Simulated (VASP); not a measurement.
# CO2 (P2_1/c) in VASP: notebook

Runs on CO2. Level: PBE. Tasks: single point.

Everything below comes from runs of VASP 6.6.1. Logs are shortened: lines on timing, memory, paths and dates and some standing lists are left out, and cuts for length are marked.

## 1. The cell of the first run

The structure is monoclinic, space group P2_1/c (No. 14). Conventional cell: a = 6.126 Å, b = 6.058 Å, c = 6.185 Å, α = 90.00°, β = 106.98°, γ = 90.00°. C (site symmetry -1) has 2 O at 1.06 Å within 1.4 Å. C (site symmetry -1) has 2 O at 1.29 Å within 1.7 Å. O (site symmetry 1) has 1 C at 1.06 Å within 1.4 Å. Within 1.7 Å of O (site symmetry 1) lie 1 C at 1.29 Å.

## 2. Single point, PBE (engineering shear strain xz -0.3000, normal strain along z +0.0100)

File INCAR:

```
SYSTEM = CO2
PREC = Accurate
ENCUT = 520
EDIFF = 1E-6
ISMEAR = 0
SIGMA = 0.05
LREAL = .False.
LASPH = .True.
NELM = 60
ALGO = Normal
ISIF = 2
LWAVE = .False.
LCHARG = .True.
GGA = PE
LELF = .True.
LVHAR = .True.
NBANDS = 44
```

File KPOINTS:

```
Automatic mesh
0
Gamma
  4 4 4
  0 0 0
```

File POSCAR:

```
CO2
1.0
    6.0577362522      0.0000000000     -0.9086604378
    0.0000000000      6.0577362522      0.0000000000
   -0.9086604378      0.0000000000      6.1183136147
C O
4 8
Direct
    0.0000000000      0.0000000000      0.0000000000
    0.5000000000      0.0000000000      0.5000000000
    0.5000000000      0.5000000000      0.0000000000
    0.0000000000      0.5000000000      0.5000000000
    0.1114834447      0.1114834447      0.1114834447
    0.3885165553      0.8885165553      0.6114834447
    0.6114834447      0.3885165553      0.8885165553
    0.8885165553      0.6114834447      0.3885165553
    0.8885165553      0.8885165553      0.8885165553
    0.6114834447      0.1114834447      0.3885165553
    0.3885165553      0.6114834447      0.1114834447
    0.1114834447      0.3885165553      0.6114834447
```

Potentials or basis: VASP PAW PBE potentials, release 64 (C, O).

Launch:

```sh
> cat potpaw_PBE.64/C/POTCAR potpaw_PBE.64/O/POTCAR > POTCAR
> mpirun -np 1 vasp_std > vasp.out
```

OUTCAR:

```text
SYSTEM = CO2
   PREC = Accurate
   ENCUT = 520
   EDIFF = 1E-6
   ISMEAR = 0
   LREAL = .False.
   LASPH = .True.
   NELM = 60
   ISIF = 2
   GGA = PE

 ion  position               nearest neighbor table
   1  0.000  0.000  0.000-   5 1.06   9 1.06
   2  0.500  0.000  0.500-   6 1.29  10 1.29
   3  0.500  0.500  0.000-   7 1.29  11 1.29
   4  0.000  0.500  0.500-   8 1.06  12 1.06
   5  0.111  0.111  0.111-   1 1.06
   6  0.389  0.889  0.611-   2 1.29
   7  0.611  0.389  0.889-   3 1.29
   8  0.889  0.611  0.389-   4 1.06
   9  0.889  0.889  0.889-   1 1.06
  10  0.611  0.111  0.389-   2 1.29
  11  0.389  0.611  0.111-   3 1.29
  12  0.111  0.389  0.611-   4 1.06

  LATTYP: Found a simple monoclinic cell.
 ALAT       =     6.1255066968
 B/A-ratio  =     0.9889363529
 C/A-ratio  =     1.0097810167
 COS(beta)  =    -0.2920093771

  Lattice vectors:

 A1 = (   6.0577362522,   0.0000000000,  -0.9086604378)
 A2 = (   0.0000000000,   6.0577362522,   0.0000000000)
 A3 = (  -0.9086604378,   0.0000000000,   6.1183136147)

Analysis of symmetry for initial positions (statically):
=====================================================================
 Subroutine PRICEL returns:
 Original cell was already a primitive cell.

 Routine SETGRP: Setting up the symmetry group for a
 simple monoclinic supercell.

 Subroutine GETGRP returns: Found  4 space group operations
 (whereof  2 operations were pure point group operations)
 out of a pool of  4 trial point group operations.

The static configuration has the point symmetry S_2 .
 The point group associated with its full space group is C_2h.

Analysis of symmetry for dynamics (positions and initial velocities):
=====================================================================
 Subroutine PRICEL returns:
 Original cell was already a primitive cell.

 Routine SETGRP: Setting up the symmetry group for a
 simple monoclinic supercell.

 Subroutine GETGRP returns: Found  4 space group operations
 (whereof  2 operations were pure point group operations)
 out of a pool of  4 trial point group operations.

The dynamic configuration has the point symmetry S_2 .
 The point group associated with its full space group is C_2h.

[... 118 lines left out ...]
   EDIFF  = 0.1E-05   stopping-criterion for ELM
   LREAL  =      F    real-space projection
   EDIFFG = 0.1E-04   stopping-criterion for IOM
   NSW    =      0    number of steps for IOM
   IBRION =     -1    ionic relax: 0-MD 1-quasi-New 2-CG
   NFREE  =      0    steps in history (QN), initial steepest desc. (CG)
   ISIF   =      2    stress and relaxation
   ISYM   =      2    0-nonsym 1-usesym 2-fastsym
   POTIM  = 0.5000    time-step for ionic-motion
   TEBEG  =    0.0;   TEEND  =   0.0 temperature during run
   PSTRESS=    0.0 pullay stress
   NELECT =      64.0000    total number of electrons
   NUPDOWN=      -1.0000    fix difference up-down
   EMIN   =  10.00;   EMAX   =-10.00  energy-range for DOS
   EFERMI =   0.00;   METHOD = LEGACY
   ISMEAR =     0;   SIGMA  =   0.05  broadening in eV -4-tet -1-fermi 0-gaus
   EFERMI_NEDOS =   21; number of points for ismear=-14 and -15
   IALGO  =     38    algorithm
   IMIX   =      4    mixing-type and parameters
     AMIX     =   0.40;   BMIX     =  1.00
     AMIX_MAG =   1.60;   BMIX_MAG =  1.00
  volume/ion in A,a.u.               =      18.29       123.45
  Fermi-wavevector in a.u.,A,eV,Ry     =   1.085539  2.051371 16.033036  1.178395
  Thomas-Fermi vector in A             =   2.221655
   LORBIT       =      0    0 simple, 1 ext, 2 COOP (PROOUT), +10 PAW based schemes
   GGA     = PE    functional components
   LHFCALC =     F    Hartree Fock is set to
   AEXX    =    0.0000 exact exchange contribution
   IVDW    =     0    specifies the selected vdW correction
   LEPSILON=     F    determine dielectric tensor
   LRPA    =     F    only Hartree local field effects (RPA)
 non-spin polarized calculation
 Gauss-broadening in eV      SIGMA  =   0.05
  energy-cutoff  :      520.00
  volume of cell :      219.52
 maximum number of plane-waves:      5941
 NGX is ok and might be reduce to    48
   NGX = 23   NGY = 23   NGZ = 23

 number of electron      64.0000011 magnetization

 Free energy of the ion-electron system (eV)
  ---------------------------------------------------
  ext. energy  EPLUGINS =         0.00000000
  ---------------------------------------------------
  free energy    TOTEN  =       -86.32738268 eV

  energy without entropy =      -86.32738268  energy(sigma->0) =      -86.32738268

 E-fermi :  -4.2995     XC(G=0):  -6.9081

 val. band max:       -4.6123672952   @ k =   0.0000   0.0000   0.0000
 cond. band min:       1.4502405535   @ k =   0.0000   0.0000   0.0000
 fundamental gap:      6.0626078486
 Fermi energy:        -4.2994618673

 k-point     1 :       0.0000    0.0000    0.0000
  band No.  band energies     occupation
      1     -26.5156      2.00000
      2     -26.4910      2.00000
      3     -25.6046      2.00000
      4     -25.5950      2.00000
      5     -23.5981      2.00000
      6     -23.5314      2.00000
[... 1117 lines left out ...]
     43       5.9282      0.00000
     44       5.9282      0.00000

 [... further k-points ...]
[... 5 lines left out ...]
  --------------------------------------------------------------------------------------
  -------------------------------------------------------------------------------------
  Total        7.9766836     19.2227855      7.5785566      0.0000000      0.0000000     38.6247850
  in kB       58.2190026    140.3003373     55.3132143      0.0000000      0.0000000    281.9086949
  external PRESSURE =      84.6108514 kB  Pullay stress =       0.0000000 kB

 VOLUME and BASIS-vectors are now :
 -----------------------------------------------------------------------------
  energy-cutoff  :      520.00
  volume of cell :      219.52
      direct lattice vectors                 reciprocal lattice vectors
     6.057736252  0.000000000 -0.908660438     0.168839442  0.000000000  0.025075165
     0.000000000  6.057736252  0.000000000     0.000000000  0.165078168  0.000000000
    -0.908660438  0.000000000  6.118313615     0.025075165  0.000000000  0.167167765

 POSITION                                       TOTAL-FORCE (eV/Angst)
 -----------------------------------------------------------------------------------
      0.00000      0.00000      0.00000         0.000000     -0.000000     -0.000000
      2.57454      0.00000      2.60483        -0.000000     -0.000000     -0.000000
      3.02887      3.02887     -0.45433         0.000000     -0.000000     -0.000000
     -0.45433      3.02887      3.05916         0.000000     -0.000000     -0.000000
      0.57404      0.67534      0.58079         9.622152     11.403679      9.809366
      1.79790      5.38240      3.38822         4.765436      4.192255     -4.933399
      2.89685      2.35353      4.88059        -4.765436      4.192255      4.933399
      5.02937      3.70421      1.56971        -9.622152     11.403679     -9.809366
      4.57504      5.38240      4.62886        -9.622152    -11.403679     -9.809366
      3.35118      0.67534      1.82144        -4.765436     -4.192255      4.933399
      2.25223      3.70421      0.32906         4.765436     -4.192255     -4.933399
      0.11971      2.35353      3.63995         9.622152    -11.403679      9.809366
 -----------------------------------------------------------------------------------
    total drift:                               -0.000000      0.000000      0.000000

  FREE ENERGIE OF THE ION-ELECTRON SYSTEM (eV)
  ---------------------------------------------------
  free  energy   TOTEN  =       -86.3273826789 eV

  energy  without entropy=      -86.3273826789  energy(sigma->0) =      -86.32738268
```

OSZICAR:

```text
N       E                     dE             d eps       ncg     rms          rms(c)
DAV:   1     0.446810689417E+03    0.44681E+03   -0.32250E+04  2672   0.129E+03
DAV:   2    -0.562416506539E+02   -0.50305E+03   -0.48876E+03  3464   0.313E+02
DAV:   3    -0.938690328783E+02   -0.37627E+02   -0.37354E+02  3164   0.911E+01
DAV:   4    -0.943892143745E+02   -0.52018E+00   -0.51677E+00  3176   0.118E+01
DAV:   5    -0.943993946412E+02   -0.10180E-01   -0.10166E-01  3048   0.161E+00    0.206E+01
DAV:   6    -0.872176473836E+02    0.71817E+01   -0.21399E+01  2996   0.249E+01    0.998E+00
DAV:   7    -0.865034097182E+02    0.71424E+00   -0.22975E+00  3136   0.849E+00    0.555E+00
DAV:   8    -0.863304901680E+02    0.17292E+00   -0.59596E-01  3192   0.379E+00    0.223E+00
DAV:   9    -0.863278942320E+02    0.25959E-02   -0.50391E-02  3108   0.113E+00    0.559E-01
DAV:  10    -0.863269932870E+02    0.90094E-03   -0.75572E-03  3116   0.465E-01    0.110E-01
DAV:  11    -0.863273339079E+02   -0.34062E-03   -0.12424E-03  3068   0.181E-01    0.591E-02
DAV:  12    -0.863273668355E+02   -0.32928E-04   -0.95969E-05  3144   0.531E-02    0.193E-02
DAV:  13    -0.863273823490E+02   -0.15513E-04   -0.30042E-05  2920   0.335E-02    0.653E-03
DAV:  14    -0.863273826789E+02   -0.32994E-06   -0.22669E-06  2636   0.852E-03
   1 F= -.86327383E+02 E0= -.86327383E+02  d E =-.106560E-19
```

stdout:

```text
POSCAR found type information on POSCAR C O
 POSCAR found :  2 types and      12 ions
 scaLAPACK will be used
 LDA part: xc-table for (Slater+PW92), standard interpolation
 POSCAR, INCAR and KPOINTS ok, starting setup
 FFT: planning ... GRIDC
 FFT: planning ... GRID_SOFT
 FFT: planning ... GRID
 WAVECAR not read
 entering main loop
```

Run time: 2.4 min. Hardware: 1 thread of Intel Xeon 6975P-C (Granite Rapids), shared host; peak memory 0.42 GiB.

Results:

| Item | Value |
| --- | --- |
| Free energy | -86.3274 eV |
| Pressure | 8.5 GPa |
| Largest force | 17.856 eV/Å |
| Band gap on the k mesh | 6.06 eV |

Forces in eV/Å, atoms in the order of the input:
```
C     0.000   0.000   0.000
C     0.000   0.000   0.000
C     0.000   0.000   0.000
C     0.000   0.000   0.000
O     9.622  11.404   9.809
O     4.765   4.192  -4.933
O    -4.765   4.192   4.933
O    -9.622  11.404  -9.809
O    -9.622 -11.404  -9.809
O    -4.765  -4.192   4.933
O     4.765  -4.192  -4.933
O     9.622 -11.404   9.809
```

Levels at points of the mesh, in eV from the valence-band top:
```
           k point  band 30  band 31  band 32  band 33  band 34  band 35
(0.00, 0.00, 0.00)    -0.07    -0.02     0.00     6.06     6.32     6.40
(0.50, 0.00, 0.00)    -0.17    -0.12     0.00     6.31     6.45     6.58
(0.00, 0.50, 0.00)    -0.16    -0.06    -0.06     6.44     6.44     6.51
(0.50, 0.50, 0.00)    -0.17    -0.11    -0.11     6.45     6.45     6.50
(0.00, 0.00, 0.50)    -0.17    -0.09    -0.09     6.46     6.46     6.52
(0.50, 0.00, 0.50)    -0.15    -0.07    -0.07     6.44     6.44     6.46
(0.00, 0.50, 0.50)    -0.19    -0.12    -0.12     6.32     6.32     6.71
(0.50, 0.50, 0.50)    -0.16    -0.06    -0.06     6.32     6.32     6.68
```

Caveat: the cell differs from its parent crystal (engineering shear strain xz -0.3000, normal strain along z +0.0100); the stress differs along the axes, from 6 to 14 GPa; this functional lacks dispersion, which holds the molecules together, so the pressure and a relaxed volume are unreliable; forces of over 1 eV/Å act on the atoms, so gaps and moduli don't describe the material at rest. A k mesh can miss the band edges.

## 3. Single point, PBE (engineering shear strain xz -0.2250, normal strain along z +0.0000)

File INCAR:

```
ALGO = Normal
EDIFF = 1E-7
ENCUT = 520
GGA = PE
ISIF = 2
ISMEAR = 0
LASPH = T
LCHARG = F
LREAL = F
LWAVE = F
NBANDS = 44
NELM = 60
PREC = Accurate
SIGMA = 0.05
```

File KPOINTS:

```
k-points
0
Gamma
  4 4 4
```

POSCAR: that of step 2 with these lines changed.

```diff
@@ -2,5 +2,5 @@
 1.0
-    6.0577362522      0.0000000000     -0.9086604378
+    6.0577362522      0.0000000000     -0.6814953284
     0.0000000000      6.0577362522      0.0000000000
-   -0.9086604378      0.0000000000      6.1183136147
+   -0.6814953284      0.0000000000      6.0577362522
 C O
```

Potentials or basis: VASP PAW PBE potentials, release 64 (C, O).

Launch:

```sh
> cat potpaw_PBE.64/C/POTCAR potpaw_PBE.64/O/POTCAR > POTCAR
> mpirun -np 1 vasp_std > vasp.out
```

Run time: 2.7 min. Hardware: 1 thread of Intel Xeon 6975P-C (Granite Rapids), shared host; peak memory 0.44 GiB.

The run converged. Its results:

```yaml
Free_energy: -88.8771 eV
Pressure: 5.9 GPa
Largest_force: 13.001 eV/Å
Band_gap_on_the_k_mesh: 6.32 eV
```

Forces in eV/Å, atoms in the order of the input:
```
C    0.000  0.000  0.000
C    0.000  0.000  0.000
C    0.000  0.000  0.000
C    0.000  0.000  0.000
O    7.158  8.110  7.212
O    3.780  3.426 -3.861
O   -3.780  3.426  3.861
O   -7.158  8.110 -7.212
O   -7.158 -8.110 -7.212
O   -3.780 -3.426  3.861
O    3.780 -3.426 -3.861
O    7.158 -8.110  7.212
```

Stress tensor (GPa, compression positive):
```
 4.41  0.00 21.46
 0.00  9.03  0.00
21.46  0.00  4.16
```

Levels at points of the mesh, in eV from the valence-band top:
```
           k point  band 30  band 31  band 32  band 33  band 34  band 35
(0.00, 0.00, 0.00)    -0.08    -0.03     0.00     6.32     6.81     6.89
(0.50, 0.00, 0.00)    -0.17    -0.13    -0.01     6.79     6.93     7.08
(0.00, 0.00, 0.50)    -0.16    -0.08    -0.08     6.95     6.95     7.00
(0.00, 0.50, 0.00)    -0.16    -0.06    -0.06     6.93     6.93     7.01
(0.50, 0.50, 0.00)    -0.17    -0.12    -0.12     6.94     6.94     6.99
(0.00, 0.50, 0.50)    -0.17    -0.13    -0.13     6.80     6.80     7.21
(0.50, 0.00, 0.50)    -0.15    -0.09    -0.09     6.94     6.94     6.95
(0.50, 0.50, 0.50)    -0.15    -0.09    -0.09     6.81     6.81     7.18
```

Caveat: the cell differs from its parent crystal (engineering shear strain xz -0.2250, normal strain along z +0.0000); the cell stands under pressure; this functional lacks dispersion, which holds the molecules together, so the pressure and a relaxed volume are unreliable; forces of over 1 eV/Å act on the atoms, so gaps and moduli don't describe the material at rest. A k mesh can miss the band edges.

[end of part 1 of 2]
